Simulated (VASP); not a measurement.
# Te2Mo (P1) in VASP: a series of runs

Runs on Te2Mo. Level: r2SCAN. Tasks: single point.

Program: VASP 6.6.1. These are calculated values, not measurements. Logs are shortened: lines on timing, memory, paths and dates and some standing lists are left out, and cuts for length are marked.

### 1 The cell of the first run

The typed cell holds 3 atoms: a = 7.393 Å, b = 7.393 Å, c = 7.393 Å, α = 27.76°, β = 27.76°, γ = 27.76°.

### 2 Single point, r2SCAN

POSCAR

```
Te2Mo
1.0
    1.7734078865      1.0238775207      7.1041366720
   -1.7734078865      1.0238775207      7.1041366720
    0.0000000000     -2.0477550413      7.1041366720
Mo Te
1 2
Direct
    0.0046559243     -0.0025279842     -0.0013284059
    0.4153193880      0.4178337560      0.4173813558
    0.2478135176      0.2505556955      0.2506369287
```

INCAR.step1

```
PREC     = Accurate       # precision mode
ENCUT    = 520            # plane-wave cutoff, eV
ISMEAR   = -1             # smearing method
SIGMA    = 0.02           # smearing width, eV
LREAL    = False          # projectors in reciprocal space
LASPH    = True           # aspherical terms in the spheres
NELM     = 100            # most SCF steps
NBANDS   = 20             # bands
GGA      = PE             # functional
ALGO     = Normal         # electronic algorithm
EDIFF    = 1E-4           # SCF threshold, eV
LWAVE    = True           # write WAVECAR
LCHARG   = False          # write CHGCAR
```

INCAR.step2

```
PREC     = Accurate       # precision mode
ENCUT    = 520            # plane-wave cutoff, eV
EDIFF    = 1E-6           # SCF threshold, eV
ISMEAR   = -1             # smearing method
SIGMA    = 0.02           # smearing width, eV
LREAL    = False          # projectors in reciprocal space
LASPH    = True           # aspherical terms in the spheres
NELM     = 100            # most SCF steps
ALGO     = Normal         # electronic algorithm
ISIF     = 2              # what is computed and relaxed
LWAVE    = False          # write WAVECAR
LCHARG   = True           # write CHGCAR
METAGGA  = R2SCAN         # meta-GGA
LMIXTAU  = True         
LELF     = True           # ELF
LVHAR    = True         
NBANDS   = 20             # bands
ISTART   = 1
```

KPOINTS

```
regular mesh
0
Gamma
  4 4 4
```

Potentials or basis: VASP PAW PBE potentials, release 64 (Mo_sv, Te).

Started as:

```sh
> cat potpaw_PBE.64/Mo_sv/POTCAR potpaw_PBE.64/Te/POTCAR > POTCAR
> cp INCAR.step1 INCAR
> mpirun -np 1 vasp_std > vasp.out
> cp INCAR.step2 INCAR
> mpirun -np 1 vasp_std > vasp.out
```

OUTCAR:

```text
PREC = Accurate
   ENCUT = 520
   EDIFF = 1E-6
   ISMEAR = -1
   LREAL = False
   LASPH = True
   NELM = 100
   ISIF = 2
   METAGGA = R2SCAN
   ISTART = 1

 ion  position               nearest neighbor table
   1  0.005  0.997  0.999-   2 2.70   2 2.70   3 2.71   3 2.71   2 2.72   3 2.73
   2  0.415  0.418  0.417-   1 2.70   1 2.70   1 2.72   3 3.56
   3  0.248  0.251  0.251-   1 2.71   1 2.71   1 2.73   2 3.56

  LATTYP: Found a trigonal (rhomboedric) cell.
 ALAT       =     7.3933793737
 COS(alpha) =     0.8849302198

  Lattice vectors:

 A1 = (   1.7734078865,   1.0238775207,   7.1041366720)
 A2 = (  -1.7734078865,   1.0238775207,   7.1041366720)
 A3 = (   0.0000000000,  -2.0477550413,   7.1041366720)

Analysis of symmetry for initial positions (statically):
=====================================================================
 Subroutine PRICEL returns:
 Original cell was already a primitive cell.

 Routine SETGRP: Setting up the symmetry group for a
 trigonal (rhombohedral) supercell.

 Subroutine GETGRP returns: Found  1 space group operations
 (whereof  1 operations were pure point group operations)
 out of a pool of 12 trial point group operations.

The static configuration has the point symmetry C_1 .

Analysis of symmetry for dynamics (positions and initial velocities):
=====================================================================
 Subroutine PRICEL returns:
 Original cell was already a primitive cell.

 Routine SETGRP: Setting up the symmetry group for a
 trigonal (rhombohedral) supercell.

 Subroutine GETGRP returns: Found  1 space group operations
 (whereof  1 operations were pure point group operations)
 out of a pool of 12 trial point group operations.

The dynamic configuration has the point symmetry C_1 .

 Subroutine INISYM returns: Found  1 space group operations
 (whereof  1 operations are pure point group operations),
 and found     1 'primitive' translations

----------------------------------------------------------------------------------------

                                     Primitive cell

  volume of cell :      77.3961

  direct lattice vectors                    reciprocal lattice vectors
     1.773407887  1.023877521  7.104136672     0.281943034  0.162779887  0.046921019
    -1.773407887  1.023877521  7.104136672    -0.281943034  0.162779887  0.046921019
     0.000000000 -2.047755041  7.104136672     0.000000000 -0.325559773  0.046921019

  length of vectors
     7.393379374  7.393379374  7.393379374     0.328923620  0.328923620  0.328923620

  position of ions in fractional coordinates (direct lattice)
     0.004655924  0.997472016  0.998671594
     0.415319388  0.417833756  0.417381356
     0.247813518  0.250555695  0.250636929

  ion indices of the primitive-cell ions
   primitive index   ion index
                 1           1
                 2           2
                 3           3

----------------------------------------------------------------------------------------

 KPOINTS: regular mesh

Automatic generation of k-mesh.
 Grid dimensions read from file:
 generate k-points for:    4    4    4

 Generating k-lattice:

  Cartesian coordinates                     Fractional coordinates (reciprocal lattice)
     0.070485758  0.040694972  0.011730255     0.250000000  0.000000000 -0.000000000
    -0.070485758  0.040694972  0.011730255     0.000000000  0.250000000 -0.000000000
     0.000000000 -0.081389943  0.011730255     0.000000000  0.000000000  0.250000000

  Length of vectors
     0.082230905  0.082230905  0.082230905

  Shift w.r.t. Gamma in fractional coordinates (k-lattice)
     0.000000000  0.000000000  0.000000000

 Subroutine IBZKPT returns following result:
 ===========================================

 Found     36 irreducible k-points:

 Following reciprocal coordinates:
            Coordinates               Weight
  0.000000  0.000000  0.000000      1.000000
  0.250000  0.000000  0.000000      2.000000
  0.000000  0.250000  0.000000      2.000000
  0.000000  0.000000  0.250000      2.000000
  0.500000  0.000000  0.000000      1.000000
  0.000000  0.500000  0.000000      1.000000
[... 16 lines left out ...]
  0.250000  0.250000  0.250000      2.000000
  0.500000  0.250000  0.250000      2.000000
 [... further k-points ...]
   k-points           NKPTS =     36   k-points in BZ     NKDIM =     36   number of bands    NBANDS=     20
   number of dos      NEDOS =    301   number of ions     NIONS =      3
   total plane-waves  NPLWV = 175616
   dimension x,y,z NGX =    56 NGY =   56 NGZ =   56
   dimension x,y,z NGXF=   112 NGYF=  112 NGZF=  112
   ions per type =               1   2
   NGX,Y,Z   is equivalent  to a cutoff of  12.59, 12.59, 12.59 a.u.
   NGXF,Y,Z  is equivalent  to a cutoff of  25.18, 25.18, 25.18 a.u.
 SYSTEM =  unknown system
   PREC   = accura    normal or accurate (medium, high low for compatibility)
   ISTART =      1    job   : 0-new  1-cont  2-samecut
   ICHARG =      0    charge: 1-file 2-atom 10-const
   ISPIN  =      1    spin polarized calculation?
   LNONCOLLINEAR =      F non collinear calculations
   LSORBIT =      F    spin-orbit coupling
   LASPH  =      T    aspherical Exc in radial PAW
   ENCUT  =  520.0 eV  38.22 Ry    6.18 a.u.  13.75 13.75 13.75*2*pi/ulx,y,z
   NELM   =    100;   NELMIN=  2; NELMDL=  0     # of ELM steps
   EDIFF  = 0.1E-05   stopping-criterion for ELM
   LREAL  =      F    real-space projection
   EDIFFG = 0.1E-04   stopping-criterion for IOM
   NSW    =      0    number of steps for IOM
   IBRION =     -1    ionic relax: 0-MD 1-quasi-New 2-CG
   NFREE  =      0    steps in history (QN), initial steepest desc. (CG)
   ISIF   =      2    stress and relaxation
   ISYM   =      2    0-nonsym 1-usesym 2-fastsym
   POTIM  = 0.5000    time-step for ionic-motion
   TEBEG  =    0.0;   TEEND  =   0.0 temperature during run
   PSTRESS=    0.0 pullay stress
   NELECT =      26.0000    total number of electrons
   NUPDOWN=      -1.0000    fix difference up-down
   EMIN   =  10.00;   EMAX   =-10.00  energy-range for DOS
   EFERMI =   0.00;   METHOD = LEGACY
   ISMEAR =    -1;   SIGMA  =   0.02  broadening in eV -4-tet -1-fermi 0-gaus
   EFERMI_NEDOS =   21; number of points for ismear=-14 and -15
   IALGO  =     38    algorithm
   IMIX   =      4    mixing-type and parameters
     AMIX     =   0.40;   BMIX     =  1.00
     AMIX_MAG =   1.60;   BMIX_MAG =  1.00
  volume/ion in A,a.u.               =      25.80       174.10
  Fermi-wavevector in a.u.,A,eV,Ry     =   1.138045  2.150594 17.621546  1.295147
  Thomas-Fermi vector in A             =   2.274750
   LORBIT       =      0    0 simple, 1 ext, 2 COOP (PROOUT), +10 PAW based schemes
   METAGGA = R2SCAN    functional components
   LHFCALC =     F    Hartree Fock is set to
   AEXX    =    0.0000 exact exchange contribution
   IVDW    =     0    specifies the selected vdW correction
   LEPSILON=     F    determine dielectric tensor
   LRPA    =     F    only Hartree local field effects (RPA)
 non-spin polarized calculation
  energy-cutoff  :      520.00
  volume of cell :       77.40
 maximum number of plane-waves:      2120
 NGX is ok and might be reduce to    56
   NGX = 27   NGY = 27   NGZ = 27

 number of electron      26.0000001 magnetization

 Free energy of the ion-electron system (eV)
  ---------------------------------------------------
  ext. energy  EPLUGINS =         0.00000000
  ---------------------------------------------------
  free energy    TOTEN  =       -77.85837735 eV

  energy without entropy =      -77.85837735  energy(sigma->0) =      -77.85837735

 E-fermi :   8.0521     XC(G=0): -10.8093

 val. band max:        7.6592862366   @ k =   0.5000   0.5000   0.5000
 cond. band min:       8.7366018303   @ k =  -0.0000  -0.2500   0.2500
 fundamental gap:      1.0773155937
 Fermi energy:         8.0521271866

 k-point     1 :       0.0000    0.0000    0.0000
  band No.  band energies     occupation
      1     -55.1482      2.00000
      2     -28.5753      2.00000
      3     -28.4875      2.00000
      4     -28.4814      2.00000
      5      -5.8532      2.00000
      6      -4.4533      2.00000
[... 12 lines left out ...]
     19      15.0523      0.00000
     20      15.9211      0.00000

 k-point     2 :       0.2500    0.0000    0.0000
  band No.  band energies     occupation
      1     -55.1432      2.00000
      2     -28.5602      2.00000
      3     -28.5476      2.00000
      4     -28.5028      2.00000
      5      -4.9963      2.00000
      6      -3.9347      2.00000
[... 12 lines left out ...]
     19      14.8004      0.00000
     20      15.3912      0.00000

 k-point     3 :       0.0000    0.2500    0.0000
  band No.  band energies     occupation
      1     -55.1431      2.00000
      2     -28.5600      2.00000
      3     -28.5531      2.00000
      4     -28.4980      2.00000
      5      -4.9919      2.00000
      6      -3.9423      2.00000
[... 12 lines left out ...]
     19      14.8102      0.00000
     20      15.3953      0.00000

 k-point     4 :       0.0000    0.0000    0.2500
  band No.  band energies     occupation
      1     -55.1431      2.00000
      2     -28.5600      2.00000
      3     -28.5524      2.00000
      4     -28.4985      2.00000
      5      -4.9925      2.00000
      6      -3.9412      2.00000
[... 12 lines left out ...]
     19      14.8086      0.00000
     20      15.3947      0.00000

 k-point     5 :       0.5000    0.0000    0.0000
  band No.  band energies     occupation
      1     -55.1381      2.00000
      2     -28.6130      2.00000
      3     -28.5451      2.00000
      4     -28.5182      2.00000
      5      -3.7182      2.00000
      6      -3.2244      2.00000
[... 12 lines left out ...]
     19      13.5286      0.00000
     20      14.3809      0.00000
[... 353 lines left out ...]
      6      -3.3666      2.00000
[... 12 lines left out ...]
     19      13.7531      0.00000
     20      14.5193      0.00000

 k-point    22 :      -0.0000    0.5000    0.5000
  band No.  band energies     occupation
      1     -55.1381      2.00000
      2     -28.6130      2.00000
      3     -28.5451      2.00000
      4     -28.5182      2.00000
      5      -3.6215      2.00000
      6      -3.3454      2.00000
[... 12 lines left out ...]
     19      13.7591      0.00000
     20      14.5257      0.00000

 k-point    23 :       0.2500    0.2500    0.2500
  band No.  band energies     occupation
      1     -55.1482      2.00000
      2     -28.5754      2.00000
      3     -28.4875      2.00000
      4     -28.4814      2.00000
      5      -5.7529      2.00000
      6      -4.6342      2.00000
[... 12 lines left out ...]
     19      15.6824      0.00000
     20      16.1309      0.00000

 k-point    24 :       0.5000    0.2500    0.2500
  band No.  band energies     occupation
      1     -55.1432      2.00000
      2     -28.5602      2.00000
      3     -28.5476      2.00000
      4     -28.5028      2.00000
      5      -4.8602      2.00000
      6      -4.1411      2.00000
[... 12 lines left out ...]
     19      15.0380      0.00000
     20      15.5372      0.00000

 [... further k-points ...]

------------------------ aborting loop because EDIFF is reached ----------------------------------------

  FORCE on cell =-STRESS in cart. coord.  units (eV):
  Direction    XX          YY          ZZ          XY          YZ          ZX
  --------------------------------------------------------------------------------------
  -------------------------------------------------------------------------------------
  Total        0.6339423      0.7323648      1.1114347     -0.1189240     -0.0126183      0.0025009
  in kB       13.1232413     15.1606847     23.0078120     -2.4618458     -0.2612122      0.0517719
  external PRESSURE =      17.0972460 kB  Pullay stress =       0.0000000 kB

 VOLUME and BASIS-vectors are now :
 -----------------------------------------------------------------------------
  energy-cutoff  :      520.00
  volume of cell :       77.40
      direct lattice vectors                 reciprocal lattice vectors
     1.773407887  1.023877521  7.104136672     0.281943034  0.162779887  0.046921019
    -1.773407887  1.023877521  7.104136672    -0.281943034  0.162779887  0.046921019
     0.000000000 -2.047755041  7.104136672     0.000000000 -0.325559773  0.046921019

 POSITION                                       TOTAL-FORCE (eV/Angst)
 -----------------------------------------------------------------------------------
     -1.76067     -1.01898     14.21395        -0.257731     -0.105951     -0.188539
     -0.00446     -0.00165      8.88397         0.129769      0.049259      0.256864
     -0.00486     -0.00297      5.32104         0.127962      0.056693     -0.068325
 -----------------------------------------------------------------------------------
    total drift:                               -0.000004     -0.000001      0.000292

  FREE ENERGIE OF THE ION-ELECTRON SYSTEM (eV)
  ---------------------------------------------------
  free  energy   TOTEN  =       -77.8583773475 eV

  energy  without entropy=      -77.8583773475  energy(sigma->0) =      -77.85837735
```

Wall time 6.1 min (1 thread of Intel Xeon 6975P-C (Granite Rapids), shared host); peak memory 0.48 GiB.

Results:

| Item | Value |
| --- | --- |
| Free energy | -77.8584 eV |
| Pressure | 1.7 GPa |
| Largest force | 0.336 eV/Å |
| Band gap on the k mesh | 1.08 eV, indirect (least direct gap 1.59 eV) |

Forces on the atoms (eV/Å):
```
Mo  -0.258 -0.106 -0.189
Te   0.130  0.049  0.257
Te   0.128  0.057 -0.068
```

Caveat: the k points lie up to 0.52 Å⁻¹ apart; the PAW data sets were made with another functional, which shifts forces and pressure a little; spin-orbit coupling is left out, which moves the levels of the heavy elements.

[end of part 1 of 2]
